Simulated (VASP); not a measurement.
Runs of VASP 6.6.1 on SrO. The structure is that of space group Fm-3m (No. 225), or close to it. The cells are those of the table. 

```tsv
task	cell	cutoff (eV)	gap on the mesh (eV)	pressure (GPa)
single point	a = 3.575 Å, angles 60.0°, 2 atoms	520	(a)	7.3
relaxation of cell and atoms	relaxed from a = 3.629 Å, angles 60.0°, 2 atoms	600	3.75	0.0
single point	a = 3.721 Å, angles 60.0°, 2 atoms	520	3.77	-4.4
single point	a = 3.536 Å, angles 60.0°, 2 atoms	520	3.68	(b)
single point	a = 3.649 Å, angles 60.0°, 2 atoms	520	3.75	0.5
```

Alike in all rows: level r2SCAN; potentials or basis VASP PAW PBE potentials, release 64 (Sr_sv, O); no spin polarisation; k mesh 8 × 8 × 8; smearing gaussian 0.02 eV.

Question: Fill in the values left out.

Answer: (a) 3.71; (b) 11.7.

Caveats: the PAW data sets were made with another functional, which shifts forces and pressure a little.

A k mesh can miss the band edges, and the runs leave out spin-orbit coupling on Sr.
